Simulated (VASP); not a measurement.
**WS2: single point with PBEsol+D3(BJ)**

WS2:

```
W S
1.0
     1.56020    0.90078    5.84139
    -1.56020    0.90078    5.84139
     0.00000   -1.80156    5.84139
W S
1 2
Direct
  0.00064 0.00064 0.00064
  0.24451 0.24451 0.24451
  0.42355 0.42355 0.42355
```

```json
{"Program": "VASP 6.6.1", "Task": "single point", "Functional": "PBEsol", "Dispersion": "D3(BJ)", "Potentials or basis": "VASP PAW PBE potentials, release 64 (W_sv, S)", "Cutoff": "520 eV", "k mesh": "12 × 12 × 12", "Occupations": "gaussian, width 0.02 eV", "Spin": "no spin polarisation", "Dipole correction": "no", "Further INCAR settings": "ALGO = Normal; EDIFF = 1e-06; NBANDS = 20"}
```

```
Pressure                   : 0.1 GPa
Largest force              : 0.018 eV/Å
Band gap on the k mesh     : 0.72 eV (least direct gap 2.03 eV)
Dispersion energy per atom : -0.418 eV
```

Forces in eV/Å, atoms in the order of the input:
```
W    0.000  0.000 -0.002
S    0.000  0.000 -0.017
S    0.000  0.000  0.018
```

Levels at points of the mesh, in eV from the valence-band top:
```
           k point  band 9  band 10  band 11  band 12  band 13  band 14  band 15  band 16  band 17  band 18
(0.00, 0.00, 0.00)   -3.72    -2.47    -2.47    -1.66    -1.26     2.02     2.02     2.45     2.45     4.70
(0.50, 0.00, 0.00)   -5.68    -4.45    -2.76    -2.02    -1.87     2.28     2.40     3.53     3.56     4.43
(0.50, 0.50, 0.00)   -5.28    -4.28    -3.63    -2.28    -1.80     2.20     2.59     3.08     4.44     4.94
(0.50, 0.50, 0.50)   -3.75    -3.75    -2.40    -2.40     0.00     2.12     2.12     2.27     2.27     4.88
```

Wall time 14 min on 1 thread of Intel Xeon 8259CL, with other jobs on the host, peak memory 0.44 GiB.

Caveat: the PAW data sets were made with another functional, which shifts forces and pressure a little; spin-orbit coupling is left out, which moves the levels of the heavy elements. PBEsol gaps usually lie below the measured ones, often by a third to a half.
